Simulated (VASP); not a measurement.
Set up this calculation in VASP 6.6.1, as the native input.

```yaml
Task: single point
Functional: PBE
Potentials_or_basis: VASP PAW PBE potentials, release 64 (Se)
Cutoff: 500 eV
k_mesh: 5 × 5 × 4
Occupations: gaussian, width 0.01 eV
Spin: no spin polarisation
Dipole_correction: no
Further_INCAR_settings: ALGO = Normal; EDIFF = 1e-06; NBANDS = 16
```

The structure of Se lies in POSCAR:

```
Se
1.0
    4.3368957613      0.0000000000      0.0000000000
   -2.1684478807      3.7558617857      0.0000000000
    0.0000000000      0.0000000000      4.9203533607
Se
3
Direct
    0.2254000000      0.0000000000      0.3333333333
    0.0000000000      0.2254000000      0.6666666667
    0.7746000000      0.7746000000      0.0000000000
```

The input as run:

INCAR

```
  ALGO = Normal
  EDIFF = 1E-6
  ENCUT = 500
  GGA = PE
  GGA_COMPAT = False
  ISIF = 2
  ISMEAR = 0
  LASPH = True
  LCHARG = False
  LREAL = False
  LWAVE = False
  NBANDS = 16
  NELM = 120
  PREC = Accurate
  SIGMA = 0.01
```

KPOINTS

```
k-points
0
Gamma
  5 5 4
```

Potentials or basis: VASP PAW PBE potentials, release 64 (Se).

Launch:

```sh
$ cat potpaw_PBE.64/Se/POTCAR > POTCAR
$ mpirun -np 1 vasp_std > vasp.out
```

It gave:

The pressure is 4.2 GPa, the largest force is 0.657 eV/Å and the band gap on the k mesh is 1.22 eV (least direct gap 1.37 eV).

Caveat: the cell stands under pressure; an odd mesh through Γ misses points on the zone boundary, where band edges can lie.

Wall time 24 s on 1 thread of Intel Xeon 8259CL, with other jobs on the host, peak memory 0.18 GiB.
